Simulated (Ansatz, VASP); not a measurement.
Two plane-wave programs on AlCu3

File INCAR:

```
ALGO = Fast
EDIFF = 1E-6
ENCUT = 520
GGA = PS
ISIF = 2
ISMEAR = 0
LASPH = T
LCHARG = F
LREAL = F
LWAVE = F
NBANDS = 26
NELM = 100
PREC = Accurate
SIGMA = 0.15
```

File KPOINTS:

```
k-points
0
Gamma
  14 14 14
```

Contents of POSCAR:

```
AlCu3
1.0
    0.0000000000      2.7753403272      2.7753403272
    2.8834704698     -0.1081301426      2.8834704698
    2.8834704698      2.8834704698     -0.1081301426
Al Cu
1 3
Direct
    0.0000000000      0.0000000000      0.0000000000
    0.5000000000      0.5000000000      0.5000000000
    0.2500000000      0.2500000000      0.2500000000
    0.7500000000      0.7500000000      0.7500000000
```

Input for Ansatz:

```yaml
crystal:
  lattice:
    - [0.0, 2.7753403272, 2.7753403272]
    - [2.8834704698, -0.1081301426, 2.8834704698]
    - [2.8834704698, 2.8834704698, -0.1081301426]
  atoms:
    - { symbol: Al, position: [0.0, 0.0, 0.0] }
    - { symbol: Cu, position: [0.5, 0.5, 0.5] }
    - { symbol: Cu, position: [0.25, 0.25, 0.25] }
    - { symbol: Cu, position: [0.75, 0.75, 0.75] }
basis:
  ecutwfc: 420
kpoints:
  mp_grid: { grid: [14, 14, 14] }
hamiltonian:
  xc: pbesol
scf:
  occupations: { method: gaussian, width: 0.15 }
output:
  forces: true
  stress: true
  eigenvalues: true
```

Change from the starting cell: strain -0.0750 x Voigt [0, 0, 0, 1, 0, 0], atoms carried along.

Alike in both runs: task single point; functional PBEsol; k mesh 14 × 14 × 14; occupations gaussian, width 0.15 eV; no spin polarisation.

|  | VASP | Ansatz |
| --- | --- | --- |
| version | VASP 6.6.1 | Ansatz 0.2.0 |
| potentials or method | VASP PAW PBE potentials, release 64 (Al, Cu), cutoff 520 eV | scalar-relativistic, plane waves, PAW |
| valence electrons in the cell | 36 | 60 |

|  | VASP | Ansatz | Ansatz less VASP |
| --- | --- | --- | --- |
| gap on the k mesh at the Fermi level (eV) | none | none | - |
| pressure (GPa) | 1.7 | 1.1 | -0.67 |
| traceless stress, the component that is largest in VASP (GPa) | 8.77 | 8.76 | -0.006 |

VASP's potentials were made for PBE, not for PBEsol. A gap of «none» marks a metal or a gap that the smearing closes. With one functional, cell and mesh, what is left measures potentials, basis and numerics. VASP's potentials hold 36 valence electrons a cell and Ansatz's 60, so a difference there can come from the potentials and not from the codes.
